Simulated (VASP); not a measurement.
## Te: single point with PBEsol

Te:

```
CELL_PARAMETERS angstrom
3.47319 0.00000 0.00000
-1.73660 3.00787 0.00000
0.00000 0.00000 3.24527
ATOMIC_POSITIONS crystal
Te 0.00000 0.00000 0.00000
```

This isn't the form of Te at room conditions, which is trigonal, of chains.

```json
{
  "Program": "VASP 6.6.1",
  "Task": "single point",
  "Functional": "PBEsol",
  "Potentials or basis": "VASP PAW PBE potentials, release 64 (Te)",
  "Cutoff": "520 eV",
  "k mesh": "6 × 6 × 6",
  "Occupations": "gaussian, width 0.1 eV",
  "Spin": "no spin polarisation"
}
```

```
Pressure               : -6.5 GPa
Band gap on the k mesh : zero (bands 3 and 4 overlap by 5.34 eV)
```

Stress tensor (GPa, compression positive):
```
-6.33  0.00  0.00
 0.00 -6.33  0.00
 0.00  0.00 -6.75
```

Levels at points of the mesh, in eV from the Fermi level:
```tsv
k point	band 1	band 2	band 3	band 4	band 5	band 6
(0.00, 0.00, 0.00)	-12.99	1.38	1.78	1.78	6.29	6.98
(0.50, 0.00, 0.00)	-11.06	-5.16	-0.11	2.89	4.93	9.13
(0.00, 0.00, 0.50)	-11.38	-5.45	2.98	2.98	9.88	10.07
(0.50, 0.00, 0.50)	-9.42	-3.65	-3.63	1.17	2.76	7.12
```

Wall time 7.9 s on 1 thread of Intel Xeon 8259CL, on a shared host, peak memory 0.15 GiB.

Caveat: the cell stands under tension; the PAW data sets were made with another functional, which shifts forces and pressure a little; spin-orbit coupling is left out, which moves the levels of the heavy elements.
